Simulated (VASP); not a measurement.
Wanted: the native input for a VASP 6.6.1 run.

```
Task                   : single point
Functional             : PBEsol
Potentials or basis    : VASP PAW PBE potentials, release 64 (Pd)
Cutoff                 : 520 eV
k mesh                 : 6 × 6 × 5
Occupations            : fermi-dirac, width 0.05 eV
Spin                   : no spin polarisation
Dipole correction      : no
Further INCAR settings : ALGO = Normal; EDIFF = 1e-06; NBANDS = 33
```

The structure of Pd lies in POSCAR:

```
Pd
1.0
    4.8267200000      0.0000000000      0.0000000000
   -2.4133600000      4.1800600000      0.0000000000
    0.0000000000      0.0000000000      4.5107000000
Pd
5
Direct
    0.6647900000      0.6647900000      0.0000000000
    0.3333333333      0.6666666667      0.5000000000
    0.0000000000      0.3352100000      0.0000000000
    0.3352100000      0.0000000000      0.0000000000
    0.6666666667      0.3333333333      0.5000000000
```

The input as run:

INCAR

```
SYSTEM = Pd
PREC = Accurate
ENCUT = 520
EDIFF = 1E-6
ISMEAR = -1
SIGMA = 0.05
LREAL = .False.
LASPH = .True.
NELM = 60
ALGO = Normal
ISIF = 2
LWAVE = .False.
LCHARG = .True.
GGA = PS
LELF = .True.
LVHAR = .True.
NBANDS = 33
```

KPOINTS

```
Automatic mesh
0
Gamma
  6 6 5
  0 0 0
```

Potentials or basis: VASP PAW PBE potentials, release 64 (Pd).

Run with:

```sh
$ cat potpaw_PBE.64/Pd/POTCAR > POTCAR
$ mpirun -np 1 vasp_std > vasp.out
```

It gave:

* Pressure: -13.1 GPa
* Largest force: 0.078 eV/Å
* Band gap on the k mesh: zero (band 25 reaches 6.78 eV, above the bottom of band 26 at 6.46 eV)

Caveat: the PAW data sets were made with another functional, which shifts forces and pressure a little.

Wall time 84 s on 1 thread of AMD EPYC 7R13 Processor (Zen 3), with other jobs on the host, peak memory 0.18 GiB.
